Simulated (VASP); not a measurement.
Wanted: the native input for a VASP 6.6.1 run.

```yaml
Task: electric field gradients
Functional: PBE
Potentials_or_basis: VASP PAW PBE potentials, release 64 (In_d, Sb)
Cutoff: 520 eV
k_mesh: 6 × 6 × 11
Occupations: fermi-dirac, width 0.08 eV
Spin: no spin polarisation
Dipole_correction: no
Further_INCAR_settings: ALGO = Normal; EDIFF = 1e-08; NBANDS = 26
```

The structure of InSb lies in POSCAR:

```
InSb
1.0
    5.3747974729      0.0000000000      0.0000000000
    0.0000000000      5.7309768836      0.0000000000
    0.0000000000      0.0000000000      3.0731761545
In Sb
2 2
Direct
    0.0000000000      0.0000000000      0.0000000000
    0.5000000000      0.5000000000      0.0000000000
    0.5000000000      0.0000000000      0.8350000000
    0.0000000000      0.5000000000      0.1650000000
```

These files were run (other wordings do the same):

INCAR

```
SYSTEM = InSb
ALGO     = Normal         ! electronic algorithm
EDIFF    = 1E-8           ! SCF threshold, eV
ENCUT    = 520            ! plane-wave cutoff, eV
GGA      = PE             ! functional
ISIF     = 2              ! what is computed and relaxed
ISMEAR   = -1             ! smearing method
LASPH    = .True.         ! aspherical terms in the spheres
LCHARG   = .False.        ! write CHGCAR
LEFG     = .True.       
LREAL    = .False.        ! projectors in reciprocal space
LWAVE    = .False.        ! write WAVECAR
NBANDS   = 26             ! bands
NELM     = 80             ! most SCF steps
PREC     = Accurate       ! precision mode
SIGMA    = 0.08           ! smearing width, eV
```

KPOINTS

```
k-points
0
Gamma
  6 6 11
  0 0 0
```

Potentials or basis: VASP PAW PBE potentials, release 64 (In_d, Sb).

Command:

```bash
$ cat potpaw_PBE.64/In_d/POTCAR potpaw_PBE.64/Sb/POTCAR > POTCAR
$ mpirun -np 1 vasp_std > vasp.out
```

Results of the run:

| Property | Result |
| --- | --- |
| Pressure | 16.7 GPa |
| Largest force | 0.732 eV/Å |
| Band gap on the k mesh | zero (bands 18 and 19 overlap by 3.30 eV) |
| Largest electric field gradient by atom | In -81.8; Sb +156.7 V/Å² |

Caveat: the cell stands under pressure; without QUAD_EFG the Cq values of the log hold for a quadrupole moment of 1 mb, not for the nuclei; spin-orbit coupling is left out, which moves the levels of the heavy elements.

Wall time 3.4 min on 1 thread of Intel(R) Xeon(R) Platinum 8488C (Sapphire Rapids), on a shared host, peak memory 0.35 GiB.
